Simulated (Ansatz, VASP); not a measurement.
## One calculation of Al3GaN4, two programs

```
CELL_PARAMETERS angstrom
4.40144 0.00000 0.00000
0.00000 4.40144 0.00000
0.00000 0.00000 4.40144
ATOMIC_POSITIONS crystal
Al 0.48967 0.48967 0.98918
Al 0.50000 0.00000 0.50000
Al 0.00000 0.50000 0.50000
Ga 0.00000 0.00000 0.00000
N 0.74416 0.74416 0.25584
N 0.74416 0.25584 0.74416
N 0.25584 0.74416 0.74416
N 0.25584 0.25584 0.25584
```

Alike in both runs: task single point; functional PBEsol; k mesh 6 × 6 × 6; occupations gaussian, width 0.05 eV; no spin polarisation.

```csv
,VASP,Ansatz
version,VASP 6.6.1,Ansatz 0.2.0
potentials or method,"VASP PAW PBE potentials, release 64 (Al, Ga_d, N), cutoff 520 eV","scalar-relativistic, plane waves, PAW"
valence electrons in the cell,42,42
```

```tsv
	VASP	Ansatz	Ansatz less VASP
gap on the k mesh at the Fermi level (eV)	2.99	2.99	+0.003
least direct gap on the mesh (eV)	2.99	2.99	+0.003
pressure (GPa)	0.9	1.0	+0.06
traceless stress, the component that is largest in VASP (GPa)	-0.76	-0.75	+0.014
rms of the force components (eV/Å)	0.355	0.353	-0.0028
```

VASP's potentials were made for PBE, not for PBEsol. Atom by atom the forces differ by 0.005 eV/Å (rms over components).
